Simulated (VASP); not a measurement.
Set up this calculation in VASP 6.6.1, as the native input.

| Quantity | Value |
| --- | --- |
| Task | single point |
| Functional | PBE |
| Potentials or basis | VASP PAW PBE potentials, release 64 (Hf_pv) |
| Cutoff | 520 eV |
| k mesh | 10 × 10 × 5 |
| Occupations | fermi-dirac, width 0.05 eV |
| Spin | no spin polarisation |
| Dipole correction | no |
| Further INCAR settings | ALGO = Normal; EDIFF = 1e-06; NBANDS = 17 |

The structure of Hf lies in POSCAR:

```
Hf
1.0
    3.2057668497      0.0000000000      0.0000000000
   -1.6028834248      2.7762755304      0.0000000000
    0.0000000000      0.0000000000      5.0589063025
Hf
2
Direct
    0.6666666667      0.3333333333      0.7500000000
    0.3333333333      0.6666666667      0.2500000000
```

One way to write it, as run:

INCAR

```
ALGO = Normal
EDIFF = 1E-6
ENCUT = 520
GGA = PE
ISIF = 2
ISMEAR = -1
LASPH = T
LCHARG = T
LELF = T
LREAL = F
LVHAR = T
LWAVE = F
NBANDS = 17
NELM = 100
PREC = Accurate
SIGMA = 0.05
```

KPOINTS

```
k-points
0
Gamma
  10 10 5
```

Potentials or basis: VASP PAW PBE potentials, release 64 (Hf_pv).

The run is started by

```sh
$ cat potpaw_PBE.64/Hf_pv/POTCAR > POTCAR
$ mpirun -np 1 vasp_std > vasp.out
```

It gave:

- Pressure: -0.5 GPa
- Band gap on the k mesh: zero (band 10 reaches 6.05 eV, above the bottom of band 11 at 4.56 eV)

Caveat: spin-orbit coupling is left out, which moves the levels of the heavy elements.

Run time: 14 s on 1 thread of Intel(R) Xeon(R) Platinum 8488C (Sapphire Rapids) (shared host), peak memory 0.17 GiB.
